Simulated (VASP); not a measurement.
BaH2: relaxation of shape and atoms at fixed volume with PBEsol

The system is BaH2.

```xyz
6
Lattice="4.3402 0.0000 0.0000 -2.1701 3.7588 0.0000 0.0000 0.0000 5.7371" Properties=species:S:1:pos:R:3 pbc="T T T"
Ba    2.1701    1.2529    4.3028
Ba    0.0000    2.5058    1.4343
H     0.0000    2.5058    4.3028
H     2.1701    1.2529    1.4343
H     0.0000    0.0000    2.8685
H     0.0000    0.0000    0.0000
```

```
Program                : VASP 6.6.1
Task                   : relaxation of shape and atoms at fixed volume
Functional             : PBEsol
Potentials or basis    : VASP PAW PBE potentials, release 64 (Ba_sv, H)
Cutoff                 : 600 eV
k mesh                 : 9 × 9 × 6
Occupations            : gaussian, width 0.02 eV
Spin                   : no spin polarisation
Dipole correction      : no
Further INCAR settings : ALGO = Normal; EDIFF = 1e-06; IBRION = 2; EDIFFG = -0.01; NSW = 50; ISIF = 4
```

```
Energy gained by relaxing : 0.2 meV/atom
Ionic steps               : 5
Pressure after relaxing   : 2.0 GPa
Band gap on the k mesh    : 1.58 eV (least direct gap 2.39 eV)
```

The path:
```
step  energy change (eV)  largest force (eV/Å)  pressure (GPa)  volume (Å³)
   1              0.0000                0.0000            2.14        93.59
   2             -0.0006                0.0000            2.09        93.59
   3             -0.0011                0.0000            2.05        93.59
   4             -0.0008                0.0000            1.96        93.59
   5             -0.0012                0.0000            2.02        93.59
```

Final structure:
```
Ba H
1.0
     4.35363    0.00000    0.00000
    -2.17682    3.77036    0.00000
     0.00000    0.00000    5.70185
Ba H
2 4
Direct
  0.66667 0.33333 0.75000
  0.33333 0.66667 0.25000
  0.33333 0.66667 0.75000
  0.66667 0.33333 0.25000
  0.00000 0.00000 0.50000
  0.00000 0.00000 0.00000
```

Levels at points of the mesh, in eV from the valence-band top:
| k point | band 8 | band 9 | band 10 | band 11 | band 12 | band 13 | band 14 | band 15 | band 16 |
| --- | --- | --- | --- | --- | --- | --- | --- | --- | --- |
| (0.00, 0.00, 0.00) | -11.42 | -4.53 | -3.27 | -0.22 | -0.02 | 2.67 | 2.67 | 3.75 | 3.75 |
| (0.00, 0.00, 0.50) | -11.75 | -3.28 | -3.28 | -0.42 | -0.42 | 2.45 | 2.45 | 2.45 | 2.45 |

Run time: 3.3 min on 1 thread of Intel Xeon 6975P-C, with other jobs on the host, peak memory 0.29 GiB.

Caveat: the PAW data sets were made with another functional, which shifts forces and pressure a little; spin-orbit coupling is left out, which moves the levels of the heavy elements. A k mesh can miss the band edges.
